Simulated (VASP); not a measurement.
## La: relaxation of cell and atoms with PBEsol

La:

```
CELL_PARAMETERS angstrom
3.75000 0.00000 0.00000
-1.87500 3.24760 0.00000
0.00000 0.00000 6.07000
ATOMIC_POSITIONS crystal
La 0.66667 0.33333 0.75000
La 0.33333 0.66667 0.25000
```

```
Program                : VASP 6.6.1
Task                   : relaxation of cell and atoms
Functional             : PBEsol
Potentials or basis    : VASP PAW PBE potentials, release 64 (La)
Cutoff                 : 600 eV
k mesh                 : 8 × 8 × 5
Occupations            : fermi-dirac, width 0.05 eV
Spin                   : no spin polarisation
Target pressure        : 2 GPa
Dipole correction      : no
Further INCAR settings : ALGO = Normal; EDIFF = 1e-06; IBRION = 2; EDIFFG = -0.01; NSW = 60; ISIF = 3
```

```yaml
Relaxed_volume: 32.19 Å³/atom
Relaxed_cell: a = 3.561 Å, b = 3.561 Å, c = 5.861 Å, α = 90.00°, β = 90.00°, γ = 120.00°
Space_group_after_relaxing_to_0.1_Å: P6_3/mmc (No. 194)
Energy_change_on_relaxing_the_run_minimises_the_enthalpy: +6.1 meV/atom
Ionic_steps: 15
Pressure_after_relaxing: 2.0 GPa
Band_gap_on_the_k_mesh: zero (bands 11 and 12 overlap by 1.49 eV)
```

Step by step:
```tsv
step	energy change (eV)	largest force (eV/Å)	pressure (GPa)	volume (Å³)
1	0.0000	0.0000	-1.43	73.92
2	-0.0018	0.0000	1.50	65.78
3	0.0097	0.0000	1.95	64.70
4	0.0119	0.0000	1.99	64.52
5	0.0119	0.0000	1.94	64.45
6	0.0121	0.0000	1.92	64.41
7	0.0126	0.0000	2.04	64.34
8	0.0130	0.0000	1.96	64.30
9	0.0139	0.0000	2.05	64.24
10	0.0135	0.0000	2.07	64.26
11	0.0133	0.0000	2.03	64.28
12	0.0131	0.0000	2.05	64.29
13	0.0132	0.0000	2.07	64.29
14	0.0108	0.0000	1.92	64.48
15	0.0121	0.0000	2.02	64.37
```

Final structure:
```cif
data_structure
_symmetry_space_group_name_H-M 'P 1'
_symmetry_Int_Tables_number 1
_cell_length_a 3.5611
_cell_length_b 3.5611
_cell_length_c 5.8612
_cell_angle_alpha 90.000
_cell_angle_beta 90.000
_cell_angle_gamma 120.000
_cell_volume 64.37
loop_
_atom_site_label
_atom_site_type_symbol
_atom_site_fract_x
_atom_site_fract_y
_atom_site_fract_z
_atom_site_occupancy
La1 La 0.66667 0.33333 0.75000 1
La2 La 0.33333 0.66667 0.25000 1
```

Levels at points of the mesh, in eV from the Fermi level:
```tsv
k point	band 9	band 10	band 11	band 12	band 13	band 14
(0.00, 0.00, 0.00)	-3.08	-1.92	1.07	1.45	1.45	1.72
(0.50, 0.00, 0.00)	-1.97	-1.43	-1.22	1.37	1.50	1.60
```

Run time: 5.2 min on 1 thread of Intel(R) Xeon(R) Platinum 8488C (Sapphire Rapids), with other jobs on the host, peak memory 0.22 GiB.

Caveat: the cell is relaxed towards a set pressure, so the run minimises the enthalpy, not the energy; the PAW data sets were made with another functional, which shifts forces and pressure a little; spin-orbit coupling is left out, which moves the levels of the heavy elements.
